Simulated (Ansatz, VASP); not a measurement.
## Two plane-wave programs on CoO

INCAR

```
SYSTEM = CoO
PREC = Accurate
ENCUT = 700
EDIFF = 1E-6
ISMEAR = -1
SIGMA = 0.05
LREAL = .False.
LASPH = .True.
NELM = 200
ALGO = Normal
ISIF = 2
LWAVE = .False.
LCHARG = .True.
ISPIN = 2
MAGMOM = 3 0
LORBIT = 11
NUPDOWN = 3.0
LMAXMIX = 4
GGA = PS
LELF = .True.
LVHAR = .True.
NBANDS = 22
GGA_COMPAT = .False.
```

The input KPOINTS:

```
Automatic mesh
0
Gamma
  9 9 9
  0 0 0
```

File POSCAR:

```
CoO
1.0
    1.5054695445      0.8691832468      2.4399269062
   -1.5054695445      0.8691832468      2.4399269062
    0.0000000000     -1.7383664936      2.4399269062
Co O
1 1
Direct
    0.0000000000      0.0000000000      0.0000000000
    0.5000000000      0.5000000000      0.5000000000
```

File input.yaml:

```yaml
crystal:
  lattice:
    - [1.5054695445, 0.8691832468, 2.4399269062]
    - [-1.5054695445, 0.8691832468, 2.4399269062]
    - [0.0, -1.7383664936, 2.4399269062]
  atoms:
    - { symbol: Co, position: [0.0, 0.0, 0.0], spin: 3.0 }
    - { symbol: O, position: [0.5, 0.5, 0.5] }
hamiltonian:
  xc: pbesol
  pseudopotentials: { kind: paw }
magnetization:
  spin_polarized: true
  initial_magnetization: 3.0
  spin_locking: { lock_magnetization: hard }
kpoints:
  mp_grid: { grid: [9, 9, 9] }
scf:
  occupations: { method: fermi_dirac, width: 0.05 }
  lower_state_search: "off"
output:
  forces: true
  stress: true
  eigenvalues: true
  write_density: true
  write_potential: true
  elf: true
  volumetric_format: npy
```

Alike in both runs: task single point; functional PBEsol; k mesh 9 × 9 × 9; occupations fermi-dirac, width 0.05 eV; collinear spin; fixed moment 3 μB.

|  | VASP | Ansatz |
| --- | --- | --- |
| version | VASP 6.6.1 | Ansatz 0.2.0 |
| potentials or method | VASP PAW PBE potentials, release 64 (Co_sv, O) | Ansatz PAW |
| plane-wave cutoff (eV) | 700 | 420 |
| valence electrons in the cell | 23 | 23 |

VASP gave:

| Item | Value |
| --- | --- |
| pressure (GPa) | -9.5 |
| traceless stress, the component that is largest in VASP (GPa) | -0.23 |
| net moment per atom (μB) | 1.50 |
| size of the moment on the site where the two differ most (μB) | 2.56 |

**Question.** What did Ansatz give for the same quantities?

**Answer.** Pressure (GPa): -8.5; traceless stress, the component that is largest in VASP (GPa): -0.23; net moment per atom (μB): 1.50; size of the moment on the site where the two differ most (μB): 2.53.

VASP's potentials were made for PBE, not for PBEsol. Site moments also hang on the region over which each program counts them. The functional is the same, so the differences come from potentials, cutoffs and numerics.
